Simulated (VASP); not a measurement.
# Li3B2H (P-3m1) in VASP: further runs, part 2 of 2

VASP 6.6.1. Earlier steps stand in the parts before.

## 5. Relaxation of cell and atoms, PBE

This run uses another cell than the first one, of 12.70 Å³/atom, 1.580 times its volume.

INCAR reads:

```
PREC = Accurate
ENCUT = 600
EDIFF = 1E-6
ISMEAR = 0
SIGMA = 0.1
LREAL = False
LASPH = True
NELM = 100
ALGO = Normal
ISIF = 3
LWAVE = False
LCHARG = False
GGA = PE
IBRION = 2
NSW = 90
EDIFFG = -0.04
```

KPOINTS reads:

```
Automatic mesh
0
Gamma
  6 6 2
```

POSCAR reads:

```
Li3B2H
1.0
    3.2898313300      0.0000000000      0.0000000000
   -1.6449156700      2.8490775100      0.0000000000
    0.0000000000      0.0000000000      8.1292032100
Li B H
3 2 1
Direct
    0.3333333300      0.6666666700      0.8404457200
    0.6666666700      0.3333333300      0.1595542800
    0.0000000000      0.0000000000      0.5000000000
    0.3333333300      0.6666666700      0.3297771400
    0.6666666700      0.3333333300      0.6702228600
    0.0000000000      0.0000000000      0.0000000000
```

Potentials or basis: VASP PAW PBE potentials, release 64 (Li_sv, B, H).

On the command line:

```
$ cat potpaw_PBE.64/Li_sv/POTCAR potpaw_PBE.64/B/POTCAR potpaw_PBE.64/H/POTCAR > POTCAR
$ mpirun -np 1 vasp_std > vasp.out
```

OUTCAR:

```text
PREC = Accurate
   ENCUT = 600
   EDIFF = 1E-6
   ISMEAR = 0
   LREAL = False
   LASPH = True
   NELM = 100
   ISIF = 3
   GGA = PE
   IBRION = 2
   NSW = 90
   EDIFFG = -0.04

 ion  position               nearest neighbor table
   1  0.333  0.667  0.840-   5 2.35   5 2.35   5 2.35
   2  0.667  0.333  0.160-   4 2.35   4 2.35   4 2.35
   3  0.000  0.000  0.500-   4 2.35   5 2.35   5 2.35   4 2.35   5 2.35   4 2.35
   4  0.333  0.667  0.330-   2 2.35   3 2.35   2 2.35   3 2.35   3 2.35   2 2.35
   5  0.667  0.333  0.670-   1 2.35   3 2.35   1 2.35   3 2.35   3 2.35   1 2.35
   6  0.000  0.000  0.000-

  LATTYP: Found a hexagonal cell.
 ALAT       =     3.2898313300
 C/A-ratio  =     2.4710091171

  Lattice vectors:

 A1 = (   3.2898313300,   0.0000000000,   0.0000000000)
 A2 = (  -1.6449156700,   2.8490775100,   0.0000000000)
 A3 = (   0.0000000000,   0.0000000000,   8.1292032100)

Analysis of symmetry for initial positions (statically):
=====================================================================
 Subroutine PRICEL returns:
 Original cell was already a primitive cell.

 Routine SETGRP: Setting up the symmetry group for a
 hexagonal supercell.

 Subroutine GETGRP returns: Found 12 space group operations
 (whereof 12 operations were pure point group operations)
 out of a pool of 24 trial point group operations.

The static configuration has the point symmetry D_3d.

Analysis of symmetry for dynamics (positions and initial velocities):
=====================================================================
 Subroutine PRICEL returns:
 Original cell was already a primitive cell.

 Routine SETGRP: Setting up the symmetry group for a
 hexagonal supercell.

 Subroutine GETGRP returns: Found 12 space group operations
 (whereof 12 operations were pure point group operations)
 out of a pool of 24 trial point group operations.

The dynamic configuration has the point symmetry D_3d.

 Subroutine INISYM returns: Found 12 space group operations
 (whereof 12 operations are pure point group operations),
 and found     1 'primitive' translations

----------------------------------------------------------------------------------------

                                     Primitive cell

  volume of cell :      76.1949

  direct lattice vectors                    reciprocal lattice vectors
     3.289831330  0.000000000  0.000000000     0.303966951  0.175495401  0.000000000
    -1.644915670  2.849077510  0.000000000     0.000000000  0.350990802  0.000000000
     0.000000000  0.000000000  8.129203210     0.000000000  0.000000000  0.123013286

  length of vectors
     3.289831330  3.289831336  8.129203210     0.350990803  0.350990802  0.123013286

  position of ions in fractional coordinates (direct lattice)
     0.333333330  0.666666670  0.840445720
     0.666666670  0.333333330  0.159554280
     0.000000000  0.000000000  0.500000000
     0.333333330  0.666666670  0.329777140
     0.666666670  0.333333330  0.670222860
     0.000000000  0.000000000  0.000000000

  ion indices of the primitive-cell ions
   primitive index   ion index
                 1           1
                 2           2
                 3           3
                 4           4
                 5           5
                 6           6

----------------------------------------------------------------------------------------

[... 34 lines left out ...]
  0.166667 -0.000000  0.500000      6.000000
  0.333333 -0.000000  0.500000      6.000000
  0.500000  0.000000  0.500000      3.000000
  0.166667  0.166667  0.500000      6.000000
  0.333333  0.166667  0.500000     12.000000
  0.333333  0.333333  0.500000      2.000000
   k-points           NKPTS =     14   k-points in BZ     NKDIM =     14   number of bands    NBANDS=     12
   number of dos      NEDOS =    301   number of ions     NIONS =      6
   total plane-waves  NPLWV =  54880
   dimension x,y,z NGX =    28 NGY =   28 NGZ =   70
   dimension x,y,z NGXF=    56 NGYF=   56 NGZF=  140
   ions per type =               3   2   1
   NGX,Y,Z   is equivalent  to a cutoff of  14.15, 14.15, 14.32 a.u.
   NGXF,Y,Z  is equivalent  to a cutoff of  28.30, 28.30, 28.63 a.u.
 SYSTEM =  unknown system
   PREC   = accura    normal or accurate (medium, high low for compatibility)
   ISTART =      0    job   : 0-new  1-cont  2-samecut
   ICHARG =      2    charge: 1-file 2-atom 10-const
   ISPIN  =      1    spin polarized calculation?
   LNONCOLLINEAR =      F non collinear calculations
   LSORBIT =      F    spin-orbit coupling
   LASPH  =      T    aspherical Exc in radial PAW
   ENCUT  =  600.0 eV  44.10 Ry    6.64 a.u.   6.57  6.57 16.24*2*pi/ulx,y,z
   NELM   =    100;   NELMIN=  2; NELMDL= -5     # of ELM steps
   EDIFF  = 0.1E-05   stopping-criterion for ELM
   LREAL  =      F    real-space projection
   EDIFFG = -.4E-01   stopping-criterion for IOM
   NSW    =     90    number of steps for IOM
   IBRION =      2    ionic relax: 0-MD 1-quasi-New 2-CG
   NFREE  =      1    steps in history (QN), initial steepest desc. (CG)
   ISIF   =      3    stress and relaxation
   ISYM   =      2    0-nonsym 1-usesym 2-fastsym
   POTIM  = 0.5000    time-step for ionic-motion
   TEBEG  =    0.0;   TEEND  =   0.0 temperature during run
   PSTRESS=    0.0 pullay stress
   NELECT =      16.0000    total number of electrons
   NUPDOWN=      -1.0000    fix difference up-down
   EMIN   =  10.00;   EMAX   =-10.00  energy-range for DOS
   EFERMI =   0.00;   METHOD = LEGACY
   ISMEAR =     0;   SIGMA  =   0.10  broadening in eV -4-tet -1-fermi 0-gaus
   EFERMI_NEDOS =   21; number of points for ismear=-14 and -15
   IALGO  =     38    algorithm
   IMIX   =      4    mixing-type and parameters
     AMIX     =   0.40;   BMIX     =  1.00
     AMIX_MAG =   1.60;   BMIX_MAG =  1.00
  volume/ion in A,a.u.               =      12.70        85.70
  Fermi-wavevector in a.u.,A,eV,Ry     =   0.973060  1.838816 12.882614  0.946845
  Thomas-Fermi vector in A             =   2.103409
   LORBIT       =      0    0 simple, 1 ext, 2 COOP (PROOUT), +10 PAW based schemes
   GGA     = PE    functional components
   LHFCALC =     F    Hartree Fock is set to
   AEXX    =    0.0000 exact exchange contribution
   IVDW    =     0    specifies the selected vdW correction
   LEPSILON=     F    determine dielectric tensor
   LRPA    =     F    only Hartree local field effects (RPA)
 conjugate gradient relaxation of ions
 non-spin polarized calculation
 Gauss-broadening in eV      SIGMA  =   0.10
  energy-cutoff  :      600.00
  volume of cell :       76.19
 maximum number of plane-waves:      2576
 NGX is ok and might be reduce to    28
   NGX = 13   NGY = 13   NGZ = 33

--------------------------------------- Ionic step        1  -------------------------------------------

 number of electron      16.0000001 magnetization

 Free energy of the ion-electron system (eV)
  ---------------------------------------------------
  ext. energy  EPLUGINS =         0.00000000
  ---------------------------------------------------
  free energy    TOTEN  =       -16.95957490 eV

  energy without entropy =      -16.94219047  energy(sigma->0) =      -16.95088268

------------------------ aborting loop because EDIFF is reached ----------------------------------------

  FORCE on cell =-STRESS in cart. coord.  units (eV):
  Direction    XX          YY          ZZ          XY          YZ          ZX
  --------------------------------------------------------------------------------------
  -------------------------------------------------------------------------------------
  Total       -3.0393944     -3.0393944     -0.8827317      0.0000000      0.0000000     -0.0000000
  in kB      -63.9104331    -63.9104333    -18.5615151      0.0000001      0.0000000     -0.0000000
  external PRESSURE =     -48.7941271 kB  Pullay stress =       0.0000000 kB
[... 526 lines left out ...]
 k-point    14 :       0.3333    0.3333    0.5000
  band No.  band energies     occupation
      1     -42.4189      2.00000
      2     -42.4189      2.00000
      3     -41.7697      2.00000
      4       0.9250      2.00000
      5       1.9977      2.00000
      6       1.9977      2.00000
      7       2.4476      2.00000
      8       2.5433      2.00000
      9       2.5512      2.00000
     10       2.5512      2.00000
     11       4.9936      0.00000
     12       4.9936      0.00000

[... ionic steps 4 to 20 ...]

--------------------------------------- Ionic step       21  -------------------------------------------

 number of electron      15.9999999 magnetization

------------------------ aborting loop because EDIFF is reached ----------------------------------------
[... 75 lines left out ...]
--------------------------------------- Ionic step       23  -------------------------------------------

 number of electron      15.9999999 magnetization

 Free energy of the ion-electron system (eV)
  ---------------------------------------------------
  ext. energy  EPLUGINS =         0.00000000
  ---------------------------------------------------
  free energy    TOTEN  =       -19.08249892 eV

  energy without entropy =      -19.06433302  energy(sigma->0) =      -19.07341597

 E-fermi :   3.5801     XC(G=0): -10.0312

 val. band max:        3.5505009142   @ k =   0.3333  -0.0000   0.5000
 cond. band min:       3.5865037791   @ k =   0.5000   0.0000   0.0000
 fundamental gap:      0.0360028648
 Fermi energy:         3.5801195410
[... 241 lines left out ...]
  FREE ENERGIE OF THE ION-ELECTRON SYSTEM (eV)
  ---------------------------------------------------
  free  energy   TOTEN  =       -19.0824989246 eV

  energy  without entropy=      -19.0643330191  energy(sigma->0) =      -19.07341597

 reached required accuracy - stopping structural energy minimisation
```

OSZICAR:

```text
N       E                     dE             d eps       ncg     rms          rms(c)
DAV:   1     0.459274287776E+02    0.45927E+02   -0.74447E+03   336   0.142E+03
DAV:   2    -0.638216939316E+01   -0.52310E+02   -0.50522E+02   408   0.245E+02
DAV:   3    -0.168305651930E+02   -0.10448E+02   -0.10364E+02   648   0.600E+01
[... 203 lines left out ...]
DAV:   1    -0.190825520256E+02   -0.43187E-03   -0.26043E-02   336   0.141E+00    0.569E-02
DAV:   2    -0.190824895168E+02    0.62509E-04   -0.56689E-04   412   0.208E-01    0.293E-02
DAV:   3    -0.190824947994E+02   -0.52826E-05   -0.31969E-05   428   0.451E-02    0.178E-02
DAV:   4    -0.190824988436E+02   -0.40441E-05   -0.34321E-06   432   0.181E-02    0.247E-03
DAV:   5    -0.190824989246E+02   -0.81043E-07   -0.44110E-07   216   0.537E-03
  23 F= -.19082499E+02 E0= -.19073416E+02  d E =-.378690E-03
```

It took 1.9 min on 1 thread of Intel Xeon 6975P-C (Granite Rapids), shared host; peak memory 0.22 GiB.

Results:

```
Free energy                            : -19.0825 eV
Relaxed volume                         : 8.19 Å³/atom
Relaxed cell                           : a = 2.395 Å, b = 2.395 Å, c = 9.889 Å, α = 90.00°, β = 90.00°, γ = 120.00°
Space group after relaxing (to 0.05 Å) : P-3m1 (No. 164)
Energy gained by relaxing              : 353.8 meV/atom
Ionic steps                            : 23
Pressure after relaxing                : 0.0 GPa
Largest force after relaxing           : 0.027 eV/Å
Band gap on the k mesh                 : zero (band 8 reaches 3.59 eV, above the bottom of band 9 at 2.85 eV)
```

Forces on the atoms (eV/Å):
```
Li   0.000  0.000 -0.011
Li   0.000  0.000  0.011
Li   0.000  0.000  0.000
B    0.000  0.000 -0.027
B    0.000  0.000  0.027
H    0.000  0.000  0.000
```

Step by step:
```tsv
step	energy change (eV)	largest force (eV/Å)	pressure (GPa)	volume (Å³)
1	0.0000	0.8606	-4.88	76.19
2	-0.2511	0.7319	-3.99	72.00
3	-0.6555	0.2796	0.59	61.47
4	-0.6614	0.2054	2.04	59.55
5	-0.6628	0.2112	1.52	60.19
6	-0.7452	0.5044	0.71	60.49
7	-0.8150	1.1734	-0.39	61.06
8	-0.8658	1.3452	-0.86	61.15
9	-1.0738	1.4805	-2.58	61.33
10	-1.5127	1.1414	-5.47	61.29
11	-1.3125	0.2540	-10.77	59.81
12	-1.6584	0.8309	-7.08	61.08
13	-1.8072	0.5692	-7.12	58.67
14	-1.8511	0.4150	-7.09	57.21
15	-1.8587	0.1114	-6.95	54.29
16	-1.8694	0.2910	-7.26	56.00
17	-2.0431	0.2018	-4.36	52.65
18	-2.1190	0.0691	-0.63	49.44
19	-2.1209	0.0966	0.21	48.83
20	-2.1208	0.0901	0.01	48.97
21	-2.1217	0.0567	-0.01	49.02
22	-2.1225	0.0510	-0.04	49.14
23	-2.1229	0.0265	0.04	49.13
```

Final structure:
```
Li B H
1.0
     2.39529    0.00000    0.00000
    -1.19764    2.07438    0.00000
     0.00000    0.00000    9.88878
Li B H
3 2 1
Cartesian
  0.0000 1.3829 8.7160
  1.1976 0.6915 1.1728
  0.0000 0.0000 4.9444
  0.0000 1.3829 3.0798
  1.1976 0.6915 6.8089
  0.0000 0.0000 0.0000
```

Caveat: the k points lie up to 0.50 Å⁻¹ apart in the final cell; the cutoff is under 1.25 times the usual one of these potentials, so pressure, stress and relaxed cells hold a basis-set (Pulay) error; the volume moved by over 15 % at a fixed basis, so the end points are rough.

## 6. Overview

```tsv
task	cell	k mesh	cutoff (eV)	gap on the mesh (eV)	pressure (GPa)	relaxed volume (Å³/atom)	largest force (eV/Å)
single point	a = 2.355, b = 2.355, c = 10.035 Å, angles 90.0, 90.0, 120.0°, 6 atoms	18 × 18 × 4	520	none	-	-	-
relaxation of cell and atoms	relaxed from a = 2.368, b = 2.368, c = 10.013 Å, angles 90.0, 90.0, 120.0°, 6 atoms	18 × 18 × 4	600	none	0.0	8.02	-
single point	a = 2.397, b = 2.397, c = 9.950 Å, angles 90.0, 90.0, 120.0°, 6 atoms	6 × 6 × 2	520	none	-	-	0.01
relaxation of cell and atoms	relaxed from a = 3.290, b = 3.290, c = 8.129 Å, angles 90.0, 90.0, 120.0°, 6 atoms	6 × 6 × 2	600	none	0.0	8.19	0.03
```

Alike in all rows: level PBE; potentials or basis VASP PAW PBE potentials, release 64 (Li_sv, B, H); no spin polarisation; smearing gaussian 0.1 eV.

Caveats: some runs use coarse meshes; the cutoff is under 1.25 times the usual one of these potentials, so pressure, stress and relaxed cells hold a basis-set (Pulay) error; the volume moved by over 15 % at a fixed basis, so the end points are rough (some runs).

Absolute energies hang on the potentials; compare differences alone.
